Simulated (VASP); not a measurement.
Here is a VASP 6.6.1 calculation.

Contents of INCAR:

```
SYSTEM = Ta3B2N
PREC = Accurate
ENCUT = 600
EDIFF = 1E-6
ISMEAR = 0
SIGMA = 0.1
LREAL = .False.
LASPH = .True.
NELM = 120
ALGO = Normal
ISIF = 2
LWAVE = .False.
LCHARG = .False.
GGA = PE
NBANDS = 34
GGA_COMPAT = .False.
```

The input KPOINTS:

```
Automatic mesh
0
Gamma
  4 4 4
  0 0 0
```

POSCAR

```
Ta3B2N
1.0
    3.0425179269      0.0000000000      0.0000000000
    0.0000000000      3.0425179269      0.0000000000
    0.0000000000      0.0000000000      8.6507364843
Ta B N
3 2 1
Direct
    0.0000000000      0.0000000000      0.2259951693
    0.0000000000      0.0000000000      0.7740048307
    0.5000000000      0.5000000000      0.5000000000
    0.0000000000      0.0000000000      0.5000000000
    0.5000000000      0.5000000000      0.0000000000
    0.0000000000      0.0000000000      0.0000000000
```

Potentials or basis: VASP PAW PBE potentials, release 64 (Ta_sv_GW, B, N).

Launch:

```sh
$ cat potpaw_PBE.64/Ta_sv_GW/POTCAR potpaw_PBE.64/B/POTCAR potpaw_PBE.64/N/POTCAR > POTCAR
$ mpirun -np 1 vasp_std > vasp.out
```

(1) What does it give for the pressure?

(2) Estimate the largest force.

(3) Predict the band gap on the k mesh.

Answers

(1) -0.1 GPa.

(2) 0.029 eV/Å.

(3) zero (band 25 reaches 10.13 eV, above the bottom of band 26 at 9.07 eV).

Caveat: the k points lie up to 0.52 Å⁻¹ apart; spin-orbit coupling is left out, which moves the levels of the heavy elements.
